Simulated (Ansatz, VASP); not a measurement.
## Two plane-wave programs on GePt

Contents of INCAR:

```
ALGO = Normal ; EDIFF = 1E-7
EDIFFG = -0.08 ; ENCUT = 500
GGA = PE ; GGA_COMPAT = False
IBRION = 2 ; ISIF = 3
ISMEAR = 0 ; LASPH = True
LCHARG = False ; LREAL = False
LWAVE = False ; NELM = 120
NELMIN = 4 ; NSW = 36
PREC = Accurate ; SIGMA = 0.2
```

File KPOINTS:

```
k-points
0
Gamma
  6 6 6
```

The input POSCAR:

```
GePt
1.0
    3.0710496100      0.0000000000      0.0000000000
    0.0000000000      3.0710496100      0.0000000000
    0.0000000000      0.0000000000      3.0710496100
Ge Pt
1 1
Direct
    0.5000000000      0.5000000000      0.5000000000
    0.0000000000      0.0000000000      0.0000000000
```

Input for Ansatz:

```yaml
crystal:
  lattice:
    - [3.07104961, 0.0, 0.0]
    - [0.0, 3.07104961, 0.0]
    - [0.0, 0.0, 3.07104961]
  atoms:
    - { symbol: Ge, position: [0.5, 0.5, 0.5] }
    - { symbol: Pt, position: [0.0, 0.0, 0.0] }
basis:
  ecutwfc: 420
kpoints:
  mp_grid: { grid: [6, 6, 6] }
hamiltonian:
  xc: pbe
scf:
  occupations: { method: gaussian, width: 0.2 }
  lower_state_search: "off"
output:
  forces: true
  stress: true
  eigenvalues: true
relax:
  adjacent_minimum: "off"
  f_tol: 0.08
  max_steps: 16
  cell: { stress_tol: 0.8 }
```

Change from the starting cell: species swapped into the GaAg type (Pm-3m, No. 221).

Alike in both runs: task relaxation of cell and atoms; functional PBE; k mesh 6 × 6 × 6; occupations gaussian, width 0.2 eV; no spin polarisation.

```csv
,VASP,Ansatz
version,VASP 6.6.1,Ansatz 0.2.0
potentials or method,"VASP PAW PBE potentials, release 64 (Ge_d, Pt), cutoff 500 eV","scalar-relativistic, plane waves, PAW"
valence electrons in the cell,24,32
```

```tsv
	VASP	Ansatz	Ansatz less VASP
gap on the k mesh at the Fermi level, each at its own relaxed structure (eV)	none	none	-
relaxed volume (Å³/atom)	16.37	16.39	+0.013
relaxed cell length with the largest relative difference (Å)	3.199	3.200	+0.0009
```

A gap of «none» marks a metal or a gap that the smearing closes. VASP's potentials hold 24 valence electrons a cell and Ansatz's 32, so a difference there can come from the potentials and not from the codes.

Neither program's run includes spin-orbit coupling.
